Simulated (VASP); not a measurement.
# GaN (gw) (R3m) in VASP: single point with PBEsol

Aim: the single point of GaN (gw) with PBEsol.

All numbers are computed with VASP 6.6.1; they aren't measurements. Logs are shortened: lines on timing, memory, paths and dates and some standing lists are left out, and cuts for length are marked.

### Step 1. The cell of the first run

It takes space group R3m (No. 160, trigonal). The conventional cell has a = 3.213 Å, b = 3.213 Å, c = 7.757 Å, α = 90.00°, β = 90.00°, γ = 120.00°. Within 2.6 Å of Ga (site symmetry 3m) lie 4 N at 1.95 to 1.96 Å. Within 2.6 Å of N (site symmetry 3m) lie 4 Ga at 1.95 to 1.96 Å.

### Step 2. Single point, PBEsol

Contents of INCAR:

```
SYSTEM = GaN
PREC = Accurate ; ENCUT = 600
EDIFF = 1E-6 ; ISMEAR = 0
SIGMA = 0.01 ; LREAL = .False.
LASPH = .True. ; NELM = 120
ALGO = Normal ; ISIF = 2
LWAVE = .False. ; LCHARG = .False.
GGA = PS ; NBANDS = 16
GGA_COMPAT = .False.
```

Contents of KPOINTS:

```
regular mesh
0
Gamma
  6 6 6
  0 0 0
```

Contents of POSCAR:

```
GaN
1.0
   -0.0215168598      2.2501255958      2.2501255958
    2.2501255958     -0.0215168598      2.2501255958
    2.2501255958      2.2501255958     -0.0215168598
Ga N
1 1
Direct
   -0.0006955625     -0.0006955625     -0.0006955625
    0.2506955625      0.2506955625      0.2506955625
```

Potentials or basis: VASP PAW PBE potentials, release 64 (Ga_d, N).

Command:

```sh
$ cat potpaw_PBE.64/Ga_d/POTCAR potpaw_PBE.64/N/POTCAR > POTCAR
$ mpirun -np 1 vasp_std > vasp.out
```

OUTCAR:

```text
SYSTEM = GaN
   PREC = Accurate
   ENCUT = 600
   EDIFF = 1E-6
   ISMEAR = 0
   LREAL = .False.
   LASPH = .True.
   NELM = 120
   ISIF = 2
   GGA = PS

 ion  position               nearest neighbor table
   1  0.999  0.999  0.999-   2 1.95   2 1.96   2 1.96   2 1.96
   2  0.251  0.251  0.251-   1 1.95   1 1.96   1 1.96   1 1.96

  LATTYP: Found a trigonal (rhomboedric) cell.
 ALAT       =     3.1822308793
 COS(alpha) =     0.4904150628

  Lattice vectors:

 A1 = (  -0.0215168598,   2.2501255958,   2.2501255958)
 A2 = (   2.2501255958,  -0.0215168598,   2.2501255958)
 A3 = (   2.2501255958,   2.2501255958,  -0.0215168598)

Analysis of symmetry for initial positions (statically):
=====================================================================
 Subroutine PRICEL returns:
 Original cell was already a primitive cell.

 Routine SETGRP: Setting up the symmetry group for a
 trigonal (rhombohedral) supercell.

 Subroutine GETGRP returns: Found  6 space group operations
 (whereof  6 operations were pure point group operations)
 out of a pool of 12 trial point group operations.

The static configuration has the point symmetry C_3v.

Analysis of symmetry for dynamics (positions and initial velocities):
=====================================================================
 Subroutine PRICEL returns:
 Original cell was already a primitive cell.

 Routine SETGRP: Setting up the symmetry group for a
 trigonal (rhombohedral) supercell.

 Subroutine GETGRP returns: Found  6 space group operations
 (whereof  6 operations were pure point group operations)
 out of a pool of 12 trial point group operations.

The dynamic configuration has the point symmetry C_3v.

 Subroutine INISYM returns: Found  6 space group operations
 (whereof  6 operations are pure point group operations),
 and found     1 'primitive' translations

----------------------------------------------------------------------------------------

                                     Primitive cell

  volume of cell :      23.1119

  direct lattice vectors                    reciprocal lattice vectors
    -0.021516860  2.250125596  2.250125596    -0.219047626  0.221162495  0.221162495
     2.250125596 -0.021516860  2.250125596     0.221162495 -0.219047626  0.221162495
     2.250125596  2.250125596 -0.021516860     0.221162495  0.221162495 -0.219047626

  length of vectors
     3.182230879  3.182230879  3.182230879     0.381847562  0.381847562  0.381847562

  position of ions in fractional coordinates (direct lattice)
     0.999304438  0.999304438  0.999304438
     0.250695562  0.250695562  0.250695562

  ion indices of the primitive-cell ions
   primitive index   ion index
                 1           1
                 2           2

----------------------------------------------------------------------------------------

 KPOINTS: regular mesh

Automatic generation of k-mesh.
 Grid dimensions read from file:
 generate k-points for:    6    6    6

 Generating k-lattice:

  Cartesian coordinates                     Fractional coordinates (reciprocal lattice)
    -0.036507938  0.036860416  0.036860416     0.166666667 -0.000000000 -0.000000000
     0.036860416 -0.036507938  0.036860416    -0.000000000  0.166666667 -0.000000000
     0.036860416  0.036860416 -0.036507938    -0.000000000 -0.000000000  0.166666667

  Length of vectors
     0.063641260  0.063641260  0.063641260

  Shift w.r.t. Gamma in fractional coordinates (k-lattice)
     0.000000000  0.000000000  0.000000000

 Subroutine IBZKPT returns following result:
 ===========================================

 Found     32 irreducible k-points:

 Following reciprocal coordinates:
            Coordinates               Weight
  0.000000  0.000000  0.000000      1.000000
  0.166667  0.000000  0.000000      6.000000
  0.333333  0.000000  0.000000      6.000000
  0.500000 -0.000000 -0.000000      3.000000
  0.166667  0.166667  0.000000      6.000000
  0.333333  0.166667 -0.000000     12.000000
[... 16 lines left out ...]
  0.500000  0.500000  0.166667      6.000000
 -0.333333  0.500000  0.166667     12.000000
 [... further k-points ...]
   k-points           NKPTS =     32   k-points in BZ     NKDIM =     32   number of bands    NBANDS=     16
   number of dos      NEDOS =    301   number of ions     NIONS =      2
   total plane-waves  NPLWV =  21952
   dimension x,y,z NGX =    28 NGY =   28 NGZ =   28
   dimension x,y,z NGXF=    56 NGYF=   56 NGZF=   56
   ions per type =               1   1
   NGX,Y,Z   is equivalent  to a cutoff of  14.63, 14.63, 14.63 a.u.
   NGXF,Y,Z  is equivalent  to a cutoff of  29.26, 29.26, 29.26 a.u.
 SYSTEM =  GaN
   PREC   = accura    normal or accurate (medium, high low for compatibility)
   ISTART =      0    job   : 0-new  1-cont  2-samecut
   ICHARG =      2    charge: 1-file 2-atom 10-const
   ISPIN  =      1    spin polarized calculation?
   LNONCOLLINEAR =      F non collinear calculations
   LSORBIT =      F    spin-orbit coupling
   LASPH  =      T    aspherical Exc in radial PAW
   ENCUT  =  600.0 eV  44.10 Ry    6.64 a.u.   6.36  6.36  6.36*2*pi/ulx,y,z
   NELM   =    120;   NELMIN=  2; NELMDL= -5     # of ELM steps
   EDIFF  = 0.1E-05   stopping-criterion for ELM
   LREAL  =      F    real-space projection
   EDIFFG = 0.1E-04   stopping-criterion for IOM
   NSW    =      0    number of steps for IOM
   IBRION =     -1    ionic relax: 0-MD 1-quasi-New 2-CG
   NFREE  =      0    steps in history (QN), initial steepest desc. (CG)
   ISIF   =      2    stress and relaxation
   ISYM   =      2    0-nonsym 1-usesym 2-fastsym
   POTIM  = 0.5000    time-step for ionic-motion
   TEBEG  =    0.0;   TEEND  =   0.0 temperature during run
   PSTRESS=    0.0 pullay stress
   NELECT =      18.0000    total number of electrons
   NUPDOWN=      -1.0000    fix difference up-down
   EMIN   =  10.00;   EMAX   =-10.00  energy-range for DOS
   EFERMI =   0.00;   METHOD = LEGACY
   ISMEAR =     0;   SIGMA  =   0.01  broadening in eV -4-tet -1-fermi 0-gaus
   EFERMI_NEDOS =   21; number of points for ismear=-14 and -15
   IALGO  =     38    algorithm
   IMIX   =      4    mixing-type and parameters
     AMIX     =   0.40;   BMIX     =  1.00
     AMIX_MAG =   1.60;   BMIX_MAG =  1.00
  volume/ion in A,a.u.               =      11.56        77.98
  Fermi-wavevector in a.u.,A,eV,Ry     =   1.506216  2.846335 30.867354  2.268687
  Thomas-Fermi vector in A             =   2.616963
   LORBIT       =      0    0 simple, 1 ext, 2 COOP (PROOUT), +10 PAW based schemes
   GGA     = PS    functional components
   LHFCALC =     F    Hartree Fock is set to
   AEXX    =    0.0000 exact exchange contribution
   IVDW    =     0    specifies the selected vdW correction
   LEPSILON=     F    determine dielectric tensor
   LRPA    =     F    only Hartree local field effects (RPA)
 non-spin polarized calculation
 Gauss-broadening in eV      SIGMA  =   0.01
  energy-cutoff  :      600.00
  volume of cell :       23.11
 maximum number of plane-waves:       782
 NGX is ok and might be reduce to    28
   NGX = 13   NGY = 13   NGZ = 13

 number of electron      18.0000003 magnetization

 Free energy of the ion-electron system (eV)
  ---------------------------------------------------
  ext. energy  EPLUGINS =         0.00000000
  ---------------------------------------------------
  free energy    TOTEN  =       -13.11299443 eV

  energy without entropy =      -13.11299443  energy(sigma->0) =      -13.11299443

 E-fermi :   5.2140     XC(G=0): -11.8490

 val. band max:        5.1088760474   @ k =   0.0000   0.0000   0.0000
 cond. band min:       6.6619091249   @ k =   0.0000   0.0000   0.0000
 fundamental gap:      1.5530330775
 Fermi energy:         5.2140235920

 k-point     1 :       0.0000    0.0000    0.0000
  band No.  band energies     occupation
      1     -10.8013      2.00000
      2      -8.3531      2.00000
      3      -8.3531      2.00000
      4      -8.3486      2.00000
      5      -8.0367      2.00000
      6      -8.0367      2.00000
[... 8 lines left out ...]
     15      23.6099      0.00000
     16      23.6099      0.00000

 k-point     2 :       0.1667    0.0000    0.0000
  band No.  band energies     occupation
      1     -10.5181      2.00000
      2      -8.3207      2.00000
      3      -8.3162      2.00000
      4      -8.2275      2.00000
      5      -8.0384      2.00000
      6      -8.0373      2.00000
[... 8 lines left out ...]
     15      21.6826      0.00000
     16      21.8960      0.00000

 k-point     3 :       0.3333    0.0000    0.0000
  band No.  band energies     occupation
      1     -10.0466      2.00000
      2      -8.2774      2.00000
      3      -8.2722      2.00000
      4      -8.0179      2.00000
      5      -8.0147      2.00000
      6      -7.5725      2.00000
[... 8 lines left out ...]
     15      22.3270      0.00000
     16      22.7058      0.00000

 k-point     4 :       0.5000   -0.0000   -0.0000
  band No.  band energies     occupation
      1      -9.8945      2.00000
      2      -8.2690      2.00000
      3      -8.2636      2.00000
      4      -7.9933      2.00000
      5      -7.9887      2.00000
      6      -6.8011      2.00000
[... 8 lines left out ...]
     15      24.2295      0.00000
     16      24.6723      0.00000
[... 324 lines left out ...]
 k-point    22 :      -0.1667    0.3333    0.1667
  band No.  band energies     occupation
      1      -9.8274      2.00000
      2      -8.2201      2.00000
      3      -8.1984      2.00000
      4      -8.0942      2.00000
      5      -8.0011      2.00000
      6      -6.9262      2.00000
[... 8 lines left out ...]
     15      24.6960      0.00000
     16      27.1355      0.00000

 k-point    23 :       0.5000    0.5000    0.1667
  band No.  band energies     occupation
      1      -9.7510      2.00000
      2      -8.2374      2.00000
      3      -8.1084      2.00000
      4      -8.0989      2.00000
      5      -7.9750      2.00000
      6      -6.4883      2.00000
[... 8 lines left out ...]
     15      27.2350      0.00000
     16      27.3005      0.00000

 k-point    24 :      -0.3333    0.5000    0.1667
  band No.  band energies     occupation
      1      -9.7219      2.00000
      2      -8.2243      2.00000
      3      -8.1516      2.00000
      4      -8.0449      2.00000
      5      -7.9976      2.00000
      6      -6.1364      2.00000
[... 8 lines left out ...]
     15      25.4603      0.00000
     16      27.7796      0.00000

 [... further k-points ...]
[... 5 lines left out ...]
  --------------------------------------------------------------------------------------
  -------------------------------------------------------------------------------------
  Total       -0.4696481     -0.4696481     -0.4696481      0.2040047      0.2040047      0.2040047
  in kB      -32.5572661    -32.5572661    -32.5572661     14.1421525     14.1421525     14.1421525
  external PRESSURE =     -32.5572661 kB  Pullay stress =       0.0000000 kB

 VOLUME and BASIS-vectors are now :
 -----------------------------------------------------------------------------
  energy-cutoff  :      600.00
  volume of cell :       23.11
      direct lattice vectors                 reciprocal lattice vectors
    -0.021516860  2.250125596  2.250125596    -0.219047626  0.221162495  0.221162495
     2.250125596 -0.021516860  2.250125596     0.221162495 -0.219047626  0.221162495
     2.250125596  2.250125596 -0.021516860     0.221162495  0.221162495 -0.219047626

 POSITION                                       TOTAL-FORCE (eV/Angst)
 -----------------------------------------------------------------------------------
      4.47562      4.47562      4.47562         0.001127      0.001127      0.001127
      1.12280      1.12280      1.12280        -0.001127     -0.001127     -0.001127
 -----------------------------------------------------------------------------------
    total drift:                               -0.000026     -0.000026     -0.000026

  FREE ENERGIE OF THE ION-ELECTRON SYSTEM (eV)
  ---------------------------------------------------
  free  energy   TOTEN  =       -13.1129944259 eV

  energy  without entropy=      -13.1129944259  energy(sigma->0) =      -13.11299443
```

Wall time 12 s (1 thread of AMD EPYC 9R45 (Zen 5), shared host); peak memory 0.13 GiB.

What came out:

* Free energy: -13.1130 eV
* Pressure: -3.3 GPa
* Band gap on the k mesh: 1.55 eV, direct

Stress tensor (GPa, compression positive):
```
-3.26  1.41  1.41
 1.41 -3.26  1.41
 1.41  1.41 -3.26
```

Caveat: the PAW data sets were made with another functional, which shifts forces and pressure a little.
